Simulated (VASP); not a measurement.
**Ca2SeO: single point with PBE**

Ca2SeO:

```
O Se Ca
1.0
     1.88463    1.08809    6.29203
    -1.88463    1.08809    6.29203
     0.00000   -2.17618    6.29203
O Se Ca
1 1 2
Direct
  0.00000 0.00000 0.00000
  0.50000 0.50000 0.50000
  0.26397 0.26397 0.26397
  0.73603 0.73603 0.73603
```

```yaml
Program: VASP 6.6.1
Task: single point
Functional: PBE
Potentials_or_basis: VASP PAW PBE potentials, release 64 (O, Se, Ca_sv)
Cutoff: 520 eV
k_mesh: 8 × 8 × 8
Occupations: fermi-dirac, width 0.02 eV
Spin: no spin polarisation
Dipole_correction: no
Further_INCAR_settings: ALGO = Normal; EDIFF = 1e-06; NBANDS = 24
```

```json
{
 "Pressure": "1.5 GPa",
 "Largest force": "0.022 eV/Å",
 "Band gap on the k mesh": "1.68 eV, indirect (least direct gap 2.21 eV)"
}
```

Forces on the atoms (eV/Å):
```
O    0.000  0.000  0.000
Se   0.000  0.000  0.000
Ca   0.000  0.000 -0.022
Ca   0.000  0.000  0.022
```

Stress tensor (GPa, compression positive):
```
1.36 0.00 0.00
0.00 1.36 0.00
0.00 0.00 1.72
```

Levels at points of the mesh, in eV from the valence-band top:
```csv
k point,band 14,band 15,band 16,band 17,band 18,band 19
"(0.00, 0.00, 0.00)",-1.16,0.00,0.00,2.21,3.73,3.73
"(0.50, 0.00, 0.00)",-2.47,-2.19,-0.92,2.86,3.27,4.58
"(0.50, 0.50, 0.00)",-2.23,-1.71,-0.88,1.68,4.65,4.86
"(0.50, 0.50, 0.50)",-2.53,-0.22,-0.22,3.16,3.87,4.25
```

Wall time 4.5 min on 1 thread of Intel(R) Xeon(R) Platinum 8259CL CPU @ 2.50GHz (Skylake/Cascade Lake), with other jobs on the host, peak memory 0.42 GiB.

A k mesh can miss the band edges. PBE gaps usually lie below the measured ones, often by a third to a half.
